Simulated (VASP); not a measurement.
Crystal: PbF2 (Fluorocronite).

```
Pb F
1.0
     0.00000    2.96366    2.96366
     2.96366    0.00000    2.96366
     2.96366    2.96366    0.00000
Pb F
1 2
Direct
  0.00000 0.00000 0.00000
  0.25000 0.25000 0.25000
  0.75000 0.75000 0.75000
```

```yaml
Program: VASP 6.6.1
Task: relaxation of cell and atoms
Functional: PBE
Potentials_or_basis: VASP PAW PBE potentials, release 64 (Pb_d, F)
Cutoff: 600 eV
k_mesh: 6 × 6 × 6
Occupations: gaussian, width 0.01 eV
Spin: no spin polarisation
```

At the start: pressure 2.4 GPa; volume 17.35 Å³/atom.

Q: How do energy, volume and symmetry change on relaxing?

A: Over 3 steps the energy falls by 4.4 meV/atom and the volume is 17.95 Å³/atom (+3.4 %); space group Fm-3m (No. 225, to 0.05 Å).

Step by step:
```csv
step,energy change (eV),largest force (eV/Å),pressure (GPa),volume (Å³)
1,0.0000,0.0000,2.44,52.06
2,-0.0130,0.0000,-0.28,54.07
3,-0.0132,0.0000,0.01,53.84
```

Final structure:
```
Pb F
1.0
     0.00000    2.99708    2.99708
     2.99708    0.00000    2.99708
     2.99708    2.99708    0.00000
Pb F
1 2
Direct
  0.00000 0.00000 0.00000
  0.25000 0.25000 0.25000
  0.75000 0.75000 0.75000
```
